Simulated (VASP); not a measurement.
Wanted: the native input for a VASP 6.6.1 run.

| Quantity | Value |
| --- | --- |
| Task | single point |
| Functional | PBE |
| Potentials or basis | VASP PAW PBE potentials, release 64 (Si) |
| Cutoff | 520 eV |
| k mesh | 10 × 10 × 10 |
| Occupations | gaussian, width 0.05 eV |
| Spin | no spin polarisation |
| Dipole correction | no |
| Further INCAR settings | ALGO = Normal; EDIFF = 1e-07; NBANDS = 11 |

The structure of Si lies in POSCAR:

```
Si
1.0
    0.0000000000      2.7126973955      2.7126973955
    2.7126973955      0.0000000000      2.7126973955
    2.7126973955      2.7126973955      0.0000000000
Si
2
Direct
    0.5000000000      0.5000000000      0.5000000000
    0.7500000000      0.7500000000      0.7500000000
```

This cell differs from its parent crystal: volume 19.962 Å^3 an atom, c/a of the conventional cell 1.0000.

The input as run:

INCAR

```
PREC = Accurate
ENCUT = 520
EDIFF = 1E-7
ISMEAR = 0
SIGMA = 0.05
LREAL = False
LASPH = True
NELM = 60
ALGO = Normal
ISIF = 2
LWAVE = False
LCHARG = False
GGA = PE
NBANDS = 11
```

KPOINTS

```
regular mesh
0
Gamma
  10 10 10
```

Potentials or basis: VASP PAW PBE potentials, release 64 (Si).

Command:

```bash
$ cat potpaw_PBE.64/Si/POTCAR > POTCAR
$ mpirun -np 1 vasp_std > vasp.out
```

It gave:

```json
{
 "Pressure": "2.2 GPa",
 "Band gap on the k mesh": "0.58 eV, indirect (least direct gap 2.57 eV)"
}
```

Run time: 14 s on 1 thread of Intel(R) Xeon(R) Platinum 8488C (Sapphire Rapids), with other jobs on the host, peak memory 0.16 GiB.
